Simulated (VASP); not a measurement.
Here is a VASP 6.6.1 calculation.

The input INCAR:

```
PREC = Accurate
ENCUT = 600
EDIFF = 1E-6
ISMEAR = 0
SIGMA = 0.01
LREAL = False
LASPH = True
NELM = 120
ALGO = Normal
ISIF = 2
LWAVE = False
LCHARG = False
GGA = PE
NBANDS = 27
GGA_COMPAT = False
```

File KPOINTS:

```
Automatic mesh
0
Gamma
  10 10 10
```

POSCAR

```
Cu3N
1.0
    3.8651868904      0.0000000000      0.0000000000
    0.0000000000      3.8651868904      0.0000000000
    0.0000000000      0.0000000000      3.8651868904
Cu N
3 1
Direct
    0.5000000000      0.0000000000      0.0000000000
    0.0000000000      0.5000000000      0.0000000000
    0.0000000000      0.0000000000      0.5000000000
    0.0000000000      0.0000000000      0.0000000000
```

Potentials or basis: VASP PAW PBE potentials, release 64 (Cu, N).

Command:

```console
$ cat potpaw_PBE.64/Cu/POTCAR potpaw_PBE.64/N/POTCAR > POTCAR
$ mpirun -np 1 vasp_std > vasp.out
```

(1) Predict the band gap on the k mesh.

(2) Estimate the pressure.

## Answers

(1) 0.34 eV, indirect (least direct gap 0.87 eV).

(2) -2.4 GPa.
